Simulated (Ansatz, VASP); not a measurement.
## ZnSn3N2: VASP beside Ansatz

The input INCAR:

```
PREC = Accurate
ENCUT = 600
EDIFF = 1E-7
ISMEAR = 0
SIGMA = 0.1
LREAL = F
LASPH = T
NELM = 100
ALGO = Normal
ISIF = 3
LWAVE = F
LCHARG = F
GGA = PE
IBRION = 2
NSW = 90
EDIFFG = -0.04
```

KPOINTS

```
regular mesh
0
Gamma
  6 6 6
```

Contents of POSCAR:

```
ZnSn3N2
1.0
    3.8591018201      2.2280534746      2.3826652861
   -3.8591018201      2.2280534746      2.3826652861
    0.0000000000     -4.4561069493      2.3826652861
Zn Sn N
1 3 2
Direct
    0.0000000000      0.0000000000      0.0000000000
    0.0000000000      0.5000000000      0.5000000000
    0.5000000000      0.0000000000      0.5000000000
    0.5000000000      0.5000000000      0.0000000000
    0.2564155228      0.2564155228      0.2564155228
    0.7435844772      0.7435844772      0.7435844772
```

Input for Ansatz:

```yaml
crystal:
  lattice:
    - [3.8591018201, 2.2280534746, 2.3826652861]
    - [-3.8591018201, 2.2280534746, 2.3826652861]
    - [0.0, -4.4561069493, 2.3826652861]
  atoms:
    - { symbol: Zn, position: [0.0, 0.0, 0.0] }
    - { symbol: Sn, position: [0.0, 0.5, 0.5] }
    - { symbol: Sn, position: [0.5, 0.0, 0.5] }
    - { symbol: Sn, position: [0.5, 0.5, 0.0] }
    - { symbol: "N", position: [0.2564155228, 0.2564155228, 0.2564155228] }
    - { symbol: "N", position: [0.7435844772, 0.7435844772, 0.7435844772] }
basis:
  ecutwfc: 420
kpoints:
  mp_grid: { grid: [6, 6, 6] }
hamiltonian:
  xc: pbe
scf:
  occupations: { method: gaussian, width: 0.1 }
  lower_state_search: "off"
output:
  forces: true
  stress: true
  eigenvalues: true
relax:
  adjacent_minimum: "off"
  f_tol: 0.04
  max_steps: 70
  cell: { stress_tol: 0.4 }
```

Alike in both runs: task relaxation of cell and atoms; functional PBE; k mesh 6 × 6 × 6; occupations gaussian, width 0.1 eV; no spin polarisation.

|  | VASP | Ansatz |
| --- | --- | --- |
| version | VASP 6.6.1 | Ansatz 0.2.0 |
| potentials or method | VASP PAW PBE potentials, release 64 (Zn, Sn_d, N), cutoff 600 eV | scalar-relativistic, plane waves, PAW |
| valence electrons in the cell | 64 | 64 |

Ansatz gave:

| Quantity | Value |
| --- | --- |
| gap on the k mesh at the Fermi level, each at its own relaxed structure (eV) | none |
| relaxed volume (Å³/atom) | 20.34 |
| relaxed cell length with the largest relative difference (Å) | 5.040 |

Question: What did VASP give for the same quantities?

Answer: gap on the k mesh at the Fermi level, each at its own relaxed structure (eV): none; relaxed volume (Å³/atom): 20.36; relaxed cell length with the largest relative difference (Å): 5.040.

A gap of «none» marks a metal or a gap that the smearing closes.
